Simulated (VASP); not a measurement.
# Si (P-1) in VASP: single point with r2SCAN

Aim: the single point of Si with r2SCAN.

All numbers are computed with VASP 6.6.1; they aren't measurements. Logs are shortened: lines on timing, memory, paths and dates and some standing lists are left out, and cuts for length are marked.

## 1. The cell of the first run

The typed cell holds 2 atoms: a = 3.850 Å, b = 3.850 Å, c = 3.850 Å, α = 60.00°, β = 60.00°, γ = 60.00°.

## 2. Single point, r2SCAN (atom 1 moved 0.30 Å)

File POSCAR:

```
Si
1.0
    0.0000000000      2.7221053415      2.7221053415
    2.7221053415      0.0000000000      2.7221053415
    2.7221053415      2.7221053415      0.0000000000
Si
2
Direct
    0.5213808979      0.5111808634      0.5147369126
    0.7286191021      0.7388191366      0.7352630874
```

File INCAR.step1:

```
  PREC = Accurate
  ENCUT = 520
  ISMEAR = 0
  SIGMA = 0.05
  LREAL = False
  LASPH = True
  NELM = 60
  NBANDS = 11
  GGA = PE
  ALGO = Normal
  EDIFF = 1E-4
  LWAVE = True
  LCHARG = False
```

File INCAR.step2:

```
  PREC = Accurate
  ENCUT = 520
  EDIFF = 1E-7
  ISMEAR = 0
  SIGMA = 0.05
  LREAL = False
  LASPH = True
  NELM = 60
  ALGO = Normal
  ISIF = 2
  LWAVE = False
  LCHARG = False
  METAGGA = R2SCAN
  LMIXTAU = True
  NBANDS = 11
  ISTART = 1
```

File KPOINTS:

```
Automatic mesh
0
Gamma
  8 8 8
```

Potentials or basis: VASP PAW PBE potentials, release 64 (Si).

Command:

```sh
> cat potpaw_PBE.64/Si/POTCAR > POTCAR
> cp INCAR.step1 INCAR
> mpirun -np 1 vasp_std > vasp.out
> cp INCAR.step2 INCAR
> mpirun -np 1 vasp_std > vasp.out
```

OUTCAR:

```text
PREC = Accurate
   ENCUT = 520
   EDIFF = 1E-7
   ISMEAR = 0
   LREAL = False
   LASPH = True
   NELM = 60
   ISIF = 2
   METAGGA = R2SCAN
   ISTART = 1

 ion  position               nearest neighbor table
   1  0.521  0.511  0.515-   2 2.06   2 2.45   2 2.47   2 2.51
   2  0.729  0.739  0.735-   1 2.06   1 2.45   1 2.47   1 2.51

  LATTYP: Found a face centered cubic cell.
 ALAT       =     5.4442106830

  Lattice vectors:

 A1 = (   0.0000000000,   2.7221053415,   2.7221053415)
 A2 = (   2.7221053415,   0.0000000000,   2.7221053415)
 A3 = (   2.7221053415,   2.7221053415,   0.0000000000)

Analysis of symmetry for initial positions (statically):
=====================================================================
 Subroutine PRICEL returns:
 Original cell was already a primitive cell.

 Routine SETGRP: Setting up the symmetry group for a
 face centered cubic supercell.

 Subroutine GETGRP returns: Found  2 space group operations
 (whereof  1 operations were pure point group operations)
 out of a pool of 48 trial point group operations.

The static configuration has the point symmetry C_1 .
 The point group associated with its full space group is S_2 .

Analysis of symmetry for dynamics (positions and initial velocities):
=====================================================================
 Subroutine PRICEL returns:
 Original cell was already a primitive cell.

 Routine SETGRP: Setting up the symmetry group for a
 face centered cubic supercell.

 Subroutine GETGRP returns: Found  2 space group operations
 (whereof  1 operations were pure point group operations)
 out of a pool of 48 trial point group operations.

The dynamic configuration has the point symmetry C_1 .
 The point group associated with its full space group is S_2 .

 Subroutine INISYM returns: Found  2 space group operations
 (whereof  1 operations are pure point group operations),
 and found     1 'primitive' translations

----------------------------------------------------------------------------------------

                                     Primitive cell

  volume of cell :      40.3408

  direct lattice vectors                    reciprocal lattice vectors
     0.000000000  2.722105341  2.722105341    -0.183681356  0.183681356  0.183681356
     2.722105341  0.000000000  2.722105341     0.183681356 -0.183681356  0.183681356
     2.722105341  2.722105341  0.000000000     0.183681356  0.183681356 -0.183681356

  length of vectors
     3.849638292  3.849638292  3.849638292     0.318145441  0.318145441  0.318145441

  position of ions in fractional coordinates (direct lattice)
     0.521380898  0.511180863  0.514736913
     0.728619102  0.738819137  0.735263087

  ion indices of the primitive-cell ions
   primitive index   ion index
                 1           1
                 2           2

----------------------------------------------------------------------------------------

 KPOINTS: Automatic mesh

Automatic generation of k-mesh.
 Grid dimensions read from file:
 generate k-points for:    8    8    8

 Generating k-lattice:

  Cartesian coordinates                     Fractional coordinates (reciprocal lattice)
    -0.022960169  0.022960169  0.022960169     0.125000000  0.000000000  0.000000000
     0.022960169 -0.022960169  0.022960169     0.000000000  0.125000000  0.000000000
     0.022960169  0.022960169 -0.022960169     0.000000000  0.000000000  0.125000000

  Length of vectors
     0.039768180  0.039768180  0.039768180

  Shift w.r.t. Gamma in fractional coordinates (k-lattice)
     0.000000000  0.000000000  0.000000000

 Subroutine IBZKPT returns following result:
 ===========================================

 Found    260 irreducible k-points:

 Following reciprocal coordinates:
            Coordinates               Weight
  0.000000  0.000000  0.000000      1.000000
  0.125000  0.000000  0.000000      2.000000
  0.000000  0.125000  0.000000      2.000000
  0.000000  0.000000  0.125000      2.000000
  0.125000  0.125000  0.125000      2.000000
  0.250000  0.000000  0.000000      2.000000
[... 16 lines left out ...]
  0.125000  0.000000  0.250000      2.000000
  0.125000  0.125000 -0.125000      2.000000
 [... further k-points ...]
   k-points           NKPTS =    260   k-points in BZ     NKDIM =    260   number of bands    NBANDS=     11
   number of dos      NEDOS =    301   number of ions     NIONS =      2
   total plane-waves  NPLWV =  27000
   dimension x,y,z NGX =    30 NGY =   30 NGZ =   30
   dimension x,y,z NGXF=    60 NGYF=   60 NGZF=   60
   ions per type =               2
   NGX,Y,Z   is equivalent  to a cutoff of  12.96, 12.96, 12.96 a.u.
   NGXF,Y,Z  is equivalent  to a cutoff of  25.91, 25.91, 25.91 a.u.
 SYSTEM =  unknown system
   PREC   = accura    normal or accurate (medium, high low for compatibility)
   ISTART =      1    job   : 0-new  1-cont  2-samecut
   ICHARG =      0    charge: 1-file 2-atom 10-const
   ISPIN  =      1    spin polarized calculation?
   LNONCOLLINEAR =      F non collinear calculations
   LSORBIT =      F    spin-orbit coupling
   LASPH  =      T    aspherical Exc in radial PAW
   ENCUT  =  520.0 eV  38.22 Ry    6.18 a.u.   7.16  7.16  7.16*2*pi/ulx,y,z
   NELM   =     60;   NELMIN=  2; NELMDL=  0     # of ELM steps
   EDIFF  = 0.1E-06   stopping-criterion for ELM
   LREAL  =      F    real-space projection
   EDIFFG = 0.1E-05   stopping-criterion for IOM
   NSW    =      0    number of steps for IOM
   IBRION =     -1    ionic relax: 0-MD 1-quasi-New 2-CG
   NFREE  =      0    steps in history (QN), initial steepest desc. (CG)
   ISIF   =      2    stress and relaxation
   ISYM   =      2    0-nonsym 1-usesym 2-fastsym
   POTIM  = 0.5000    time-step for ionic-motion
   TEBEG  =    0.0;   TEEND  =   0.0 temperature during run
   PSTRESS=    0.0 pullay stress
   NELECT =       8.0000    total number of electrons
   NUPDOWN=      -1.0000    fix difference up-down
   EMIN   =  10.00;   EMAX   =-10.00  energy-range for DOS
   EFERMI =   0.00;   METHOD = LEGACY
   ISMEAR =     0;   SIGMA  =   0.05  broadening in eV -4-tet -1-fermi 0-gaus
   EFERMI_NEDOS =   21; number of points for ismear=-14 and -15
   IALGO  =     38    algorithm
   IMIX   =      4    mixing-type and parameters
     AMIX     =   0.40;   BMIX     =  1.00
     AMIX_MAG =   1.60;   BMIX_MAG =  1.00
  volume/ion in A,a.u.               =      20.17       136.12
  Fermi-wavevector in a.u.,A,eV,Ry     =   0.954677  1.804078 12.400467  0.911409
  Thomas-Fermi vector in A             =   2.083446
   LORBIT       =      0    0 simple, 1 ext, 2 COOP (PROOUT), +10 PAW based schemes
   METAGGA = R2SCAN    functional components
   LHFCALC =     F    Hartree Fock is set to
   AEXX    =    0.0000 exact exchange contribution
   IVDW    =     0    specifies the selected vdW correction
   LEPSILON=     F    determine dielectric tensor
   LRPA    =     F    only Hartree local field effects (RPA)
 non-spin polarized calculation
 Gauss-broadening in eV      SIGMA  =   0.05
  energy-cutoff  :      520.00
  volume of cell :       40.34
 maximum number of plane-waves:      1106
 NGX is ok and might be reduce to    30
   NGX = 15   NGY = 15   NGZ = 15

 number of electron       8.0000000 magnetization

 Free energy of the ion-electron system (eV)
  ---------------------------------------------------
  ext. energy  EPLUGINS =         0.00000000
  ---------------------------------------------------
  free energy    TOTEN  =       -16.74260877 eV

  energy without entropy =      -16.74159362  energy(sigma->0) =      -16.74210120

 E-fermi :   6.0824     XC(G=0):  -9.8418

 val. band max:        6.0802120259   @ k =   0.5000   0.0000   0.3750
 cond. band min:       6.0857888271   @ k =   0.3750   0.3750   0.0000
 fundamental gap:      0.0055768011
 Fermi energy:         6.0823939431

 k-point     1 :       0.0000    0.0000    0.0000
  band No.  band energies     occupation
      1      -6.9488      2.00000
      2       4.0825      2.00000
      3       6.4158      0.00000
      4       6.7126      0.00000
      5       7.5576      0.00000
      6       7.6710      0.00000
      7       9.3701      0.00000
      8       9.5152      0.00000
      9      13.8784      0.00000
     10      13.9777      0.00000
     11      14.1068      0.00000

 k-point     2 :       0.1250    0.0000    0.0000
  band No.  band energies     occupation
      1      -6.7469      2.00000
      2       3.6451      2.00000
      3       4.9243      2.00000
      4       6.0594      1.48500
      5       7.9199      0.00000
      6       8.0076      0.00000
      7       9.7530      0.00000
      8      10.9043      0.00000
      9      13.3665      0.00000
     10      13.6140      0.00000
     11      15.0577      0.00000

 k-point     3 :       0.0000    0.1250    0.0000
  band No.  band energies     occupation
      1      -6.7437      2.00000
      2       3.5294      2.00000
      3       4.9386      2.00000
      4       6.2298      0.00003
      5       7.9109      0.00000
      6       8.0135      0.00000
      7       9.7532      0.00000
      8      10.8758      0.00000
      9      13.3659      0.00000
     10      13.4964      0.00000
     11      15.0317      0.00000

 k-point     4 :       0.0000    0.0000    0.1250
  band No.  band energies     occupation
      1      -6.7449      2.00000
      2       3.5746      2.00000
      3       4.9159      2.00000
      4       6.1870      0.00309
      5       7.8936      0.00000
      6       8.0276      0.00000
      7       9.7560      0.00000
      8      10.8840      0.00000
      9      13.3604      0.00000
     10      13.5406      0.00000
     11      15.0418      0.00000

 k-point     5 :       0.1250    0.1250    0.1250
  band No.  band energies     occupation
      1      -6.7235      2.00000
      2       2.8907      2.00000
      3       5.7736      2.00000
      4       5.9710      1.99837
      5       8.5416      0.00000
      6       8.5891      0.00000
      7       9.1223      0.00000
      8      10.5037      0.00000
      9      13.0795      0.00000
     10      13.1620      0.00000
     11      14.9329      0.00000
[... 211 lines left out ...]
 k-point    21 :       0.2500    0.1250    0.0000
  band No.  band energies     occupation
      1      -6.2045      2.00000
      2       2.2024      2.00000
      3       3.8323      2.00000
      4       4.8795      2.00000
      5       7.4752      0.00000
      6       9.3309      0.00000
      7      10.6497      0.00000
      8      11.1273      0.00000
      9      13.5264      0.00000
     10      14.6242      0.00000
     11      16.1378      0.00000

 k-point    22 :       0.0000    0.2500    0.1250
  band No.  band energies     occupation
      1      -6.1949      2.00000
      2       2.0299      2.00000
      3       3.9082      2.00000
      4       5.0343      2.00000
      5       7.4830      0.00000
      6       9.3036      0.00000
      7      10.6309      0.00000
      8      11.1696      0.00000
      9      13.4889      0.00000
     10      14.5363      0.00000
     11      16.0867      0.00000

 k-point    23 :       0.1250    0.0000    0.2500
  band No.  band energies     occupation
      1      -6.1972      2.00000
      2       2.0959      2.00000
      3       3.8283      2.00000
      4       5.0232      2.00000
      5       7.4410      0.00000
      6       9.3278      0.00000
      7      10.7254      0.00000
      8      11.2093      0.00000
      9      13.4720      0.00000
     10      14.4458      0.00000
     11      16.0684      0.00000

 k-point    24 :       0.1250    0.1250   -0.1250
  band No.  band energies     occupation
      1      -6.2188      2.00000
      2       2.7804      2.00000
      3       3.2450      2.00000
      4       4.7327      2.00000
      5       7.7384      0.00000
      6       9.6720      0.00000
      7      10.2383      0.00000
      8      10.5264      0.00000
      9      14.0713      0.00000
     10      14.9209      0.00000
     11      16.5500      0.00000

 [... further k-points ...]
[... 5 lines left out ...]
  --------------------------------------------------------------------------------------
  -------------------------------------------------------------------------------------
  Total        1.2900293      0.9430616      1.0853877      2.5999265      2.3311206      2.7703322
  in kB       51.2348411     37.4546624     43.1072880    103.2587517     92.5828507    110.0265885
  external PRESSURE =      43.9322639 kB  Pullay stress =       0.0000000 kB

 VOLUME and BASIS-vectors are now :
 -----------------------------------------------------------------------------
  energy-cutoff  :      520.00
  volume of cell :       40.34
      direct lattice vectors                 reciprocal lattice vectors
     0.000000000  2.722105341  2.722105341    -0.183681356  0.183681356  0.183681356
     2.722105341  0.000000000  2.722105341     0.183681356 -0.183681356  0.183681356
     2.722105341  2.722105341  0.000000000     0.183681356  0.183681356 -0.183681356

 POSITION                                       TOTAL-FORCE (eV/Angst)
 -----------------------------------------------------------------------------------
      2.79266      2.82042      2.81074        -3.304654     -3.568201     -3.453945
      4.01261      3.98484      3.99452         3.304654      3.568201      3.453945
 -----------------------------------------------------------------------------------
    total drift:                                0.000000     -0.000000      0.000000

  FREE ENERGIE OF THE ION-ELECTRON SYSTEM (eV)
  ---------------------------------------------------
  free  energy   TOTEN  =       -16.7426087710 eV

  energy  without entropy=      -16.7415936246  energy(sigma->0) =      -16.74210120
```

Run time: 16 min. Hardware: 1 thread of AMD EPYC 7R13, shared host; peak memory 0.2 GiB.

Results:

| Property | Result |
| --- | --- |
| Free energy | -16.7426 eV |
| Pressure | 4.4 GPa |
| Largest force | 5.965 eV/Å |
| Band gap on the k mesh | zero (band 4 reaches 6.71 eV, above the bottom of band 5 at 5.89 eV) |

Forces in eV/Å, atoms in the order of the input:
```
Si  -3.305 -3.568 -3.454
Si   3.305  3.568  3.454
```

Caveat: the cell differs from its parent crystal (atom 1 moved 0.30 Å); the PAW data sets were made with another functional, which shifts forces and pressure a little.
